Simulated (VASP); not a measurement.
# PtS2 (P-3m1) in VASP: notebook, part 2 of 2

VASP 6.6.1. Earlier steps stand in the parts before.

### 3 Single point, PBE (20.15 Å³/atom)

Contents of INCAR:

```
PREC = Accurate
ENCUT = 520
EDIFF = 1E-6
ISMEAR = 0
SIGMA = 0.05
LREAL = False
LASPH = True
NELM = 80
ALGO = Normal
ISIF = 2
LWAVE = False
LCHARG = True
GGA = PE
LELF = True
LVHAR = True
NBANDS = 18
```

Contents of KPOINTS:

```
regular mesh
0
Gamma
  12 12 6
```

Contents of POSCAR:

```
PtS2
1.0
    3.4786160478      0.0000000000      0.0000000000
   -1.7393080239      3.0125698674      0.0000000000
    0.0000000000      0.0000000000      5.7689368536
Pt S
1 2
Direct
    0.0000000000      0.0000000000      0.0000000000
    0.3333333333      0.6666666667      0.2218140936
    0.6666666667      0.3333333333      0.7781859064
```

Potentials or basis: VASP PAW PBE potentials, release 64 (Pt, S).

Launch:

```console
cat potpaw_PBE.64/Pt/POTCAR potpaw_PBE.64/S/POTCAR > POTCAR
mpirun -np 1 vasp_std > vasp.out
```

OUTCAR:

```text
PREC = Accurate
   ENCUT = 520
   EDIFF = 1E-6
   ISMEAR = 0
   LREAL = False
   LASPH = True
   NELM = 80
   ISIF = 2
   GGA = PE

 ion  position               nearest neighbor table
   1  0.000  0.000  0.000-   2 2.38   3 2.38   2 2.38   3 2.38   3 2.38   2 2.38
   2  0.333  0.667  0.222-   1 2.38   1 2.38   1 2.38
   3  0.667  0.333  0.778-   1 2.38   1 2.38   1 2.38

  LATTYP: Found a hexagonal cell.
 ALAT       =     3.4786160478
 C/A-ratio  =     1.6584000000

  Lattice vectors:

 A1 = (   3.4786160478,   0.0000000000,   0.0000000000)
 A2 = (  -1.7393080239,   3.0125698674,   0.0000000000)
 A3 = (   0.0000000000,   0.0000000000,   5.7689368536)

Analysis of symmetry for initial positions (statically):
=====================================================================
 Subroutine PRICEL returns:
 Original cell was already a primitive cell.

 Routine SETGRP: Setting up the symmetry group for a
 hexagonal supercell.

 Subroutine GETGRP returns: Found 12 space group operations
 (whereof 12 operations were pure point group operations)
 out of a pool of 24 trial point group operations.

The static configuration has the point symmetry D_3d.
[... 163 lines left out ...]

 E-fermi :   5.3317     XC(G=0):  -9.9807

 val. band max:        5.1240605862   @ k =   0.0000   0.1667   0.3333
 cond. band min:       6.3108723957   @ k =   0.0000   0.2500   0.3333
 fundamental gap:      1.1868118096
 Fermi energy:         5.3317444512

 k-point     1 :       0.0000    0.0000    0.0000
  band No.  band energies     occupation
      1      -9.4648      2.00000
      2      -7.1315      2.00000
      3      -1.1013      2.00000
      4      -0.7748      2.00000
      5      -0.7748      2.00000
      6       1.8213      2.00000
[... 481 lines left out ...]
      5      -0.4497      2.00000
      6       1.2012      2.00000
[... 10 lines left out ...]
     17      14.7842      0.00000
     18      15.0761      0.00000

 [... further k-points ...]

------------------------ aborting loop because EDIFF is reached ----------------------------------------

  FORCE on cell =-STRESS in cart. coord.  units (eV):
  Direction    XX          YY          ZZ          XY          YZ          ZX
  --------------------------------------------------------------------------------------
  -------------------------------------------------------------------------------------
  Total        2.2190619      2.2190619      0.2384877      0.0000000      0.0000000      0.0000000
  in kB       58.8085653     58.8085653      6.3202919      0.0000000      0.0000000      0.0000000
  external PRESSURE =      41.3124741 kB  Pullay stress =       0.0000000 kB

 VOLUME and BASIS-vectors are now :
 -----------------------------------------------------------------------------
  energy-cutoff  :      520.00
  volume of cell :       60.46
      direct lattice vectors                 reciprocal lattice vectors
     3.478616048  0.000000000  0.000000000     0.287470645  0.165971254  0.000000000
    -1.739308024  3.012569867  0.000000000     0.000000000  0.331942509  0.000000000
     0.000000000  0.000000000  5.768936854     0.000000000  0.000000000  0.173342164

 POSITION                                       TOTAL-FORCE (eV/Angst)
 -----------------------------------------------------------------------------------
      0.00000      0.00000      0.00000        -0.000000      0.000000      0.000000
     -0.00000      2.00838      1.27963        -0.000000     -0.000000     -0.042695
      1.73931      1.00419      4.48931         0.000000      0.000000      0.042695
 -----------------------------------------------------------------------------------
    total drift:                                0.000000      0.000000      0.000000

  FREE ENERGIE OF THE ION-ELECTRON SYSTEM (eV)
  ---------------------------------------------------
  free  energy   TOTEN  =       -15.3895422424 eV

  energy  without entropy=      -15.3895422424  energy(sigma->0) =      -15.38954224
```

stdout:

```text
POSCAR found type information on POSCAR PtS
 POSCAR found :  2 types and       3 ions
 scaLAPACK will be used
 LDA part: xc-table for (Slater+PW92), standard interpolation
 POSCAR, INCAR and KPOINTS ok, starting setup
 FFT: planning ... GRIDC
 FFT: planning ... GRID_SOFT
 FFT: planning ... GRID
 WAVECAR not read
 entering main loop
```

Wall time 71 s (1 thread of AMD EPYC 9R45 (Zen 5), shared host); peak memory 0.22 GiB.

Results:

```yaml
Free_energy: -15.3895 eV
Pressure: 4.1 GPa
Largest_force: 0.043 eV/Å
Band_gap_on_the_k_mesh: 1.19 eV (least direct gap 1.29 eV)
```

Forces on the atoms (eV/Å):
```
Pt   0.000  0.000  0.000
S    0.000  0.000 -0.043
S    0.000  0.000  0.043
```

Caveat: the cell stands under pressure; spin-orbit coupling is left out, which moves the levels of the heavy elements; this functional lacks dispersion, which binds the layers, so the pressure and a relaxed spacing across them are unreliable. A hybrid or GW would open this gap; PBE tends to underestimate it.

### 4 Single point, PBE (22.07 Å³/atom)

This run uses another cell than the first one, of 22.07 Å³/atom.

Contents of INCAR:

```
SYSTEM = PtS2
ALGO = Normal
EDIFF = 1E-6
ENCUT = 520
GGA = PE
ISIF = 2
ISMEAR = 0
LASPH = .True.
LCHARG = .True.
LELF = .True.
LREAL = .False.
LVHAR = .True.
LWAVE = .False.
NBANDS = 18
NELM = 100
PREC = Accurate
SIGMA = 0.05
```

Contents of KPOINTS:

```
k-points
0
Gamma
  12 12 6
  0 0 0
```

Contents of POSCAR:

```
PtS2
1.0
    3.2737974130      0.0000000000      0.0000000000
   -1.6368987065      2.8351917265      0.0000000000
    0.0000000000      0.0000000000      7.1336045629
Pt S
1 2
Direct
    0.0000000000      0.0000000000      0.0000000000
    0.3333333333      0.6666666667      0.1982160352
    0.6666666667      0.3333333333      0.8017839648
```

Launch:

```console
cat potpaw_PBE.64/Pt/POTCAR potpaw_PBE.64/S/POTCAR > POTCAR
mpirun -np 1 vasp_std > vasp.out
```

It took 62 s on 1 thread of AMD EPYC 9R45 (Zen 5), shared host; peak memory 0.23 GiB.

The run converged. Its results:

| Item | Value |
| --- | --- |
| Free energy | -14.8944 eV |
| Pressure | 9.9 GPa |
| Largest force | 0.050 eV/Å |
| Band gap on the k mesh | 1.09 eV (least direct gap 1.53 eV) |

Forces on the atoms (eV/Å):
```
Pt   0.000  0.000  0.000
S    0.000  0.000 -0.050
S    0.000  0.000  0.050
```

Stress tensor (GPa, compression positive):
```
15.06  0.00  0.00
 0.00 15.06  0.00
 0.00  0.00 -0.39
```

Levels at points of the mesh, in eV from the valence-band top:
| k point | band 7 | band 8 | band 9 | band 10 | band 11 | band 12 | band 13 | band 14 | band 15 | band 16 |
| --- | --- | --- | --- | --- | --- | --- | --- | --- | --- | --- |
| (0.00, 0.00, 0.00) | -3.42 | -2.12 | -1.64 | -0.08 | -0.08 | 2.94 | 2.94 | 5.16 | 6.36 | 9.08 |
| (0.50, 0.00, 0.00) | -3.03 | -2.49 | -2.16 | -1.74 | -1.44 | 2.66 | 2.66 | 5.16 | 6.16 | 8.12 |
| (0.00, 0.00, 0.50) | -3.42 | -2.19 | -1.85 | -0.08 | -0.08 | 2.95 | 2.95 | 5.99 | 7.16 | 7.25 |
| (0.50, 0.00, 0.50) | -3.09 | -2.33 | -2.16 | -1.73 | -1.45 | 2.63 | 2.92 | 4.77 | 5.76 | 7.25 |

Caveat: the cell stands under pressure; spin-orbit coupling is left out, which moves the levels of the heavy elements; this functional lacks dispersion, which binds the layers, so the pressure and a relaxed spacing across them are unreliable. As with any semilocal functional, this PBE gap is likely too small.

### 5 Single point, PBE (22.07 Å³/atom)

This run uses another cell than the first one, of 22.07 Å³/atom.

Contents of INCAR:

```
SYSTEM = PtS2
PREC     = Accurate       ! precision mode
ENCUT    = 520            ! plane-wave cutoff, eV
EDIFF    = 1E-6           ! SCF threshold, eV
ISMEAR   = 0              ! smearing method
SIGMA    = 0.05           ! smearing width, eV
LREAL    = .False.        ! projectors in reciprocal space
LASPH    = .True.         ! aspherical terms in the spheres
NELM     = 100            ! most SCF steps
ALGO     = Normal         ! electronic algorithm
ISIF     = 2              ! what is computed and relaxed
LWAVE    = .False.        ! write WAVECAR
LCHARG   = .False.        ! write CHGCAR
GGA      = PE             ! functional
NBANDS   = 18             ! bands
```

Contents of KPOINTS:

```
Automatic mesh
0
Gamma
  12 12 6
  0 0 0
```

Contents of POSCAR:

```
PtS2
1.0
    3.6960950457      0.0000000000      0.0000000000
   -1.8480475228      3.2009122044      0.0000000000
    0.0000000000      0.0000000000      5.5966271182
Pt S
1 2
Direct
    0.0000000000      0.0000000000      0.0000000000
    0.3333333333      0.6666666667      0.2075017422
    0.6666666667      0.3333333333      0.7924982578
```

Launch:

```console
cat potpaw_PBE.64/Pt/POTCAR potpaw_PBE.64/S/POTCAR > POTCAR
mpirun -np 1 vasp_std > vasp.out
```

Run time: 63 s. Hardware: 1 thread of AMD EPYC 9R45 (Zen 5), shared host; peak memory 0.22 GiB.

It converged, with:

* Free energy: -15.3759 eV
* Pressure: -4.0 GPa
* Largest force: 0.031 eV/Å
* Band gap on the k mesh: 0.97 eV (least direct gap 1.10 eV)

Forces on the atoms (eV/Å):
```
Pt   0.000  0.000  0.000
S    0.000  0.000 -0.031
S    0.000  0.000  0.031
```

Stress tensor (GPa, compression positive):
```
-6.01  0.00  0.00
 0.00 -6.01  0.00
 0.00  0.00 -0.01
```

Levels at points of the mesh, in eV from the valence-band top:
| k point | band 8 | band 9 | band 10 | band 11 | band 12 | band 13 | band 14 | band 15 |
| --- | --- | --- | --- | --- | --- | --- | --- | --- |
| (0.00, 0.00, 0.00) | -1.26 | -0.86 | -0.86 | -0.20 | 2.50 | 2.50 | 4.96 | 5.37 |
| (0.50, 0.00, 0.00) | -2.68 | -2.61 | -1.98 | -1.97 | 1.86 | 2.56 | 5.27 | 6.67 |
| (0.00, 0.00, 0.50) | -1.60 | -0.93 | -0.93 | -0.84 | 2.67 | 2.67 | 5.67 | 6.42 |
| (0.50, 0.00, 0.50) | -2.64 | -2.61 | -2.13 | -1.18 | 2.05 | 2.27 | 5.17 | 6.12 |

Caveat: the cell stands under tension; spin-orbit coupling is left out, which moves the levels of the heavy elements; this functional lacks dispersion, which binds the layers, so the pressure and a relaxed spacing across them are unreliable. PBE gaps usually lie below the measured ones, often by a third to a half.

### 6 Single point, PBE (22.07 Å³/atom)

This run uses another cell than the first one, of 22.07 Å³/atom.

Contents of INCAR:

```
SYSTEM = PtS2
PREC = Accurate
ENCUT = 520
EDIFF = 1E-6
ISMEAR = 0
SIGMA = 0.05
LREAL = .FALSE.
LASPH = .TRUE.
NELM = 80
ALGO = Normal
ISIF = 2
LWAVE = .FALSE.
LCHARG = .FALSE.
GGA = PE
NBANDS = 18
```

Contents of KPOINTS:

```
Automatic mesh
0
G
  12 12 6
  0 0 0
```

Contents of POSCAR:

```
PtS2
1.0
    3.4785464324      0.0000000000      0.0000000000
   -1.7392732162      3.0125095787      0.0000000000
    0.0000000000      0.0000000000      6.3185441471
Pt S
1 2
Direct
    0.0000000000      0.0000000000      0.0000000000
    0.3333333333      0.6666666667      0.2030531929
    0.6666666667      0.3333333333      0.7969468071
```

Potentials or basis: VASP PAW PBE potentials, release 64 (Pt, S).

Launch:

```console
cat potpaw_PBE.64/Pt/POTCAR potpaw_PBE.64/S/POTCAR > POTCAR
mpirun -np 1 vasp_std > vasp.out
```

Run time: 67 s. Hardware: 1 thread of AMD EPYC 9R45 (Zen 5), shared host; peak memory 0.23 GiB.

It converged, with:

```yaml
Free_energy: -15.4086 eV
Pressure: 3.2 GPa
Largest_force: 0.043 eV/Å
Band_gap_on_the_k_mesh: 1.45 eV (least direct gap 1.57 eV)
```

Forces on the atoms (eV/Å):
```
Pt   0.000  0.000  0.000
S    0.000  0.000 -0.043
S    0.000  0.000  0.043
```

Stress tensor (GPa, compression positive):
```
 4.80  0.00  0.00
 0.00  4.80  0.00
 0.00  0.00 -0.13
```

Levels at points of the mesh, in eV from the valence-band top:
```
           k point  band 9  band 10  band 11  band 12  band 13  band 14
(0.00, 0.00, 0.00)   -0.53    -0.31    -0.31     3.05     3.05     5.54
(0.50, 0.00, 0.00)   -2.03    -1.99    -1.78     2.65     2.90     5.54
(0.00, 0.00, 0.50)   -0.96    -0.34    -0.34     3.10     3.10     5.97
(0.50, 0.00, 0.50)   -1.98    -1.82    -1.57     2.77     2.92     5.19
```

Caveat: the cell stands under pressure; spin-orbit coupling is left out, which moves the levels of the heavy elements; this functional lacks dispersion, which binds the layers, so the pressure and a relaxed spacing across them are unreliable. PBE gaps usually lie below the measured ones, often by a third to a half.

### 7 Overview

| cell | gap on the mesh (eV) | pressure (GPa) | largest force (eV/Å) |
| --- | --- | --- | --- |
| a = 3.274, b = 3.274, c = 6.513 Å, angles 90.0, 90.0, 120.0°, 3 atoms, atomic positions A | 1.02 | 11.3 | 0.04 |
| a = 3.479, b = 3.479, c = 5.769 Å, angles 90.0, 90.0, 120.0°, 3 atoms, atomic positions B | 1.19 | 4.1 | 0.04 |
| a = 3.274, b = 3.274, c = 7.134 Å, angles 90.0, 90.0, 120.0°, 3 atoms, atomic positions C | 1.09 | 9.9 | 0.05 |
| a = 3.696, b = 3.696, c = 5.597 Å, angles 90.0, 90.0, 120.0°, 3 atoms, atomic positions D | 0.97 | -4.0 | 0.03 |
| a = 3.479, b = 3.479, c = 6.319 Å, angles 90.0, 90.0, 120.0°, 3 atoms, atomic positions E | 1.45 | 3.2 | 0.04 |

Alike in all rows: task single point; level PBE; potentials or basis VASP PAW PBE potentials, release 64 (Pt, S); no spin polarisation; k mesh 12 × 12 × 6; cutoff (eV) 520; smearing gaussian 0.05 eV.

Caveats: spin-orbit coupling is left out, which moves the levels of the heavy elements; this functional lacks dispersion, which binds the layers, so the pressure and a relaxed spacing across them are unreliable; the cell stands under pressure (at least some runs); the cell stands under tension (at least some runs).

Absolute energies hang on the potentials; compare differences alone.
